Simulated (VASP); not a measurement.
Wanted: the native input for a VASP 6.6.1 run.

```yaml
Task: single point
Functional: PBE
Potentials_or_basis: VASP PAW PBE potentials, release 64 (Yb)
Cutoff: 520 eV
k_mesh: 14 × 14 × 14
Occupations: gaussian, width 0.15 eV
Spin: no spin polarisation
Dipole_correction: no
Further_INCAR_settings: ALGO = Fast; EDIFF = 1e-07; NBANDS = 18
```

The structure of Yb lies in POSCAR:

```
Yb
1.0
    0.0000000000      2.6117894455      2.7554378650
    2.6117894455      0.0000000000      2.7554378650
    2.6117894455      2.6117894455      0.0000000000
Yb
1
Direct
    0.0000000000      0.0000000000      0.0000000000
```

This cell differs from its parent crystal: engineering shear strain xz +0.0000, normal strain along z +0.0550.

The input as run:

INCAR

```
  PREC = Accurate
  ENCUT = 520
  EDIFF = 1E-7
  ISMEAR = 0
  SIGMA = 0.15
  LREAL = False
  LASPH = True
  NELM = 100
  ALGO = Fast
  ISIF = 2
  LWAVE = False
  LCHARG = True
  GGA = PE
  LELF = True
  LVHAR = True
  NBANDS = 18
```

KPOINTS

```
regular mesh
0
Gamma
  14 14 14
```

Potentials or basis: VASP PAW PBE potentials, release 64 (Yb).

The run is started by

```bash
$ cat potpaw_PBE.64/Yb/POTCAR > POTCAR
$ mpirun -np 1 vasp_std > vasp.out
```

Results of the run:

* Pressure: -1.2 GPa
* Band gap on the k mesh: zero (band 12 reaches 1.48 eV, above the bottom of band 13 at 1.43 eV)

Caveat: the cell differs from its parent crystal (engineering shear strain xz +0.0000, normal strain along z +0.0550); spin-orbit coupling is left out, which moves the levels of the heavy elements.

It took 7.2 min on 1 thread of Intel(R) Xeon(R) Platinum 8488C (Sapphire Rapids), with other jobs on the host, peak memory 0.34 GiB.
